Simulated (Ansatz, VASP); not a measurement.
**One calculation of AlN, two programs**

Contents of POSCAR:

```
AlN
1.0
   -3.1066653383      0.0000000000      0.0000000000
    0.0000000000      5.3809022080      0.0000000000
    1.5533326691     -2.6904511040     -4.9784048429
Al N
4 4
Direct
    0.9992175557      0.3319833071      0.9984351114
    0.4990895419      0.8329904571      0.9981790838
    0.2493269343      0.9159231208      0.4986538686
    0.7489801633      0.4157173102      0.4979603266
    0.8064219425      0.1399271154      0.6128438850
    0.3102709599      0.6434324536      0.6205419198
    0.0583464512      0.7319822094      0.1166929024
    0.5583464512      0.2180440264      0.1166929024
```

The input INCAR.step1:

```
  ALGO = Normal
  EDIFF = 1E-4
  ENCUT = 520
  GGA = PE
  ISMEAR = 0
  LASPH = T
  LCHARG = F
  LREAL = F
  LWAVE = T
  NBANDS = 26
  NELM = 80
  PREC = Accurate
  SIGMA = 0.05
```

The input INCAR.step2:

```
  ALGO = Normal
  EDIFF = 1E-7
  ENCUT = 520
  ISIF = 2
  ISMEAR = 0
  ISTART = 1
  LASPH = T
  LCHARG = F
  LMIXTAU = T
  LREAL = F
  LWAVE = F
  METAGGA = R2SCAN
  NBANDS = 26
  NELM = 80
  PREC = Accurate
  SIGMA = 0.05
```

File KPOINTS:

```
k-points
0
Gamma
  8 8 8
```

Input for Ansatz:

```yaml
crystal:
  lattice:
    - [-3.1066653383, 0.0, 0.0]
    - [0.0, 5.380902208, 0.0]
    - [1.5533326691, -2.690451104, -4.9784048429]
  atoms:
    - { symbol: Al, position: [0.9992175557, 0.3319833071, 0.9984351114] }
    - { symbol: Al, position: [0.4990895419, 0.8329904571, 0.9981790838] }
    - { symbol: Al, position: [0.2493269343, 0.9159231208, 0.4986538686] }
    - { symbol: Al, position: [0.7489801633, 0.4157173102, 0.4979603266] }
    - { symbol: "N", position: [0.8064219425, 0.1399271154, 0.612843885] }
    - { symbol: "N", position: [0.3102709599, 0.6434324536, 0.6205419198] }
    - { symbol: "N", position: [0.0583464512, 0.7319822094, 0.1166929024] }
    - { symbol: "N", position: [0.5583464512, 0.2180440264, 0.1166929024] }
basis:
  ecutwfc: 500
kpoints:
  mp_grid: { grid: [8, 8, 8] }
hamiltonian:
  xc: r2scan
scf:
  occupations: { method: gaussian, width: 0.05 }
output:
  forces: true
  stress: true
  eigenvalues: true
```

Change from the starting cell: mode 23 (741.6 1/cm) frozen in, largest displacement +0.037 Å.

Alike in both runs: task single point; functional r2SCAN; k mesh 8 × 8 × 8; occupations gaussian, width 0.05 eV; no spin polarisation.

```csv
,VASP,Ansatz
version,VASP 6.6.1,Ansatz 0.2.0
potentials or method,"VASP PAW PBE potentials, release 64 (Al, N), cutoff 520 eV","scalar-relativistic, plane waves, PAW"
valence electrons in the cell,32,32
```

Ansatz gave:

| Quantity | Value |
| --- | --- |
| gap on the k mesh at the Fermi level (eV) | 4.87 |
| least direct gap on the mesh (eV) | 4.87 |
| pressure (GPa) | 0.2 |
| traceless stress, the component that is largest in VASP (GPa) | -0.10 |
| rms of the force components (eV/Å) | 0.350 |

Task: Which values does VASP return?

Result: gap on the k mesh at the Fermi level (eV): 4.91; least direct gap on the mesh (eV): 4.91; pressure (GPa): -0.2; traceless stress, the component that is largest in VASP (GPa): -0.10; rms of the force components (eV/Å): 0.352.

VASP's potentials were made for PBE, not for r2SCAN. Atom by atom the forces differ by 0.002 eV/Å (rms over components). The functional is the same, so the differences come from potentials, cutoffs and numerics.
